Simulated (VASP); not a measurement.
Runs of VASP 6.6.1 on BiTe. Symmetry: Fm-3m, No. 225, cubic system. Conventional cell: a = 6.470 Å, b = 6.470 Å, c = 6.470 Å, α = 90.00°, β = 90.00°, γ = 90.00°. Bi (site symmetry m-3m) has 6 Te at 3.23 Å within 4.3 Å. Within 4.3 Å of Te (site symmetry m-3m) lie 6 Bi at 3.23 Å. 

```csv
level,potentials or basis,spin,fixed moment (μB),smearing,gap on the mesh (eV),pressure (GPa)
PBE,"VASP PAW PBE potentials, release 64 (Bi_d, Te)",off,-,fermi-dirac 0.0680285 eV,none,(a)
PBE,"VASP PAW PBE potentials, release 64 (Bi_d, Te)",off,-,tetrahedron,none,(b)
PBEsol,"VASP PAW PBE potentials, release 64 (Bi_d, Te)",off,-,gaussian 0.1 eV,none,-1.8
LDA,"VASP PAW LDA potentials, release 64 (Bi_d, Te)",off,-,gaussian 0.1 eV,none,-2.8
PBE,"VASP PAW PBE potentials, release 64 (Bi_d, Te)",collinear,5.0,gaussian 0.1 eV,-,22.4
```

Alike in all rows: task single point; cell as given; k mesh 4 × 4 × 4; cutoff (eV) 500.

Problem. Estimate the missing entries.

Solution. (a) 0.7; (b) 0.5.

Caveats: all runs use coarse meshes; spin-orbit coupling is left out, which moves the levels of the heavy elements; tetrahedron occupations give inexact forces and stress in metals (at least some runs); the PAW data sets were made with another functional, which shifts forces and pressure a little (at least some runs); the moment is held away from its start (at least some runs); the total moment is fixed, so each spin has its own Fermi level (at least some runs).

A k mesh can miss the band edges, and the runs leave out spin-orbit coupling on Bi, Te.

A gap of «none» marks levels without a gap at the run's occupations.
